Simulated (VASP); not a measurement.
Write the native input for VASP 6.6.1 that does the following.

* Task: single point
* Functional: r2SCAN
* Potentials or basis: VASP PAW PBE potentials, release 64 (Ta_pv, N)
* Cutoff: 520 eV
* k mesh: 18 × 18 × 14
* Occupations: gaussian, width 0.1 eV
* Spin: no spin polarisation
* Dipole correction: no
* Further INCAR settings: ALGO = Normal; EDIFF = 1e-06; NBANDS = 15

TaN:

```
Ta N
1.0
     2.99717    0.00000    0.00000
    -1.49859    2.59563    0.00000
     0.00000    0.00000    2.93446
Ta N
1 1
Direct
  0.33333 0.66667 0.50000
  0.00000 0.00000 0.00000
```

These files were run (other wordings do the same):

POSCAR

```
TaN
1.0
    2.9971749066      0.0000000000      0.0000000000
   -1.4985874533      2.5956296087      0.0000000000
    0.0000000000      0.0000000000      2.9344579796
Ta N
1 1
Direct
    0.3333333333      0.6666666667      0.5000000000
    0.0000000000      0.0000000000      0.0000000000
```

INCAR.step1

```
SYSTEM = TaN
  ALGO = Normal
  EDIFF = 1E-4
  ENCUT = 520
  GGA = PE
  ISMEAR = 0
  LASPH = .True.
  LCHARG = .False.
  LREAL = .False.
  LWAVE = .True.
  NBANDS = 15
  NELM = 60
  PREC = Accurate
  SIGMA = 0.1
```

INCAR.step2

```
SYSTEM = TaN
  ALGO = Normal
  EDIFF = 1E-6
  ENCUT = 520
  ISIF = 2
  ISMEAR = 0
  ISTART = 1
  LASPH = .True.
  LCHARG = .False.
  LMIXTAU = .True.
  LREAL = .False.
  LWAVE = .False.
  METAGGA = R2SCAN
  NBANDS = 15
  NELM = 60
  PREC = Accurate
  SIGMA = 0.1
```

KPOINTS

```
k-points
0
Gamma
  18 18 14
  0 0 0
```

Potentials or basis: VASP PAW PBE potentials, release 64 (Ta_pv, N).

Run with:

```sh
$ cat potpaw_PBE.64/Ta_pv/POTCAR potpaw_PBE.64/N/POTCAR > POTCAR
$ cp INCAR.step1 INCAR
$ mpirun -np 1 vasp_std > vasp.out
$ cp INCAR.step2 INCAR
$ mpirun -np 1 vasp_std > vasp.out
```

It gave:

* Pressure: -17.2 GPa
* Band gap on the k mesh: zero (bands 8 and 9 overlap by 0.24 eV)

Caveat: the cell stands under tension; the PAW data sets were made with another functional, which shifts forces and pressure a little; spin-orbit coupling is left out, which moves the levels of the heavy elements.

It took 2.2 min on 1 thread of Intel(R) Xeon(R) 6975P-C (Granite Rapids), on a shared host, peak memory 0.22 GiB.
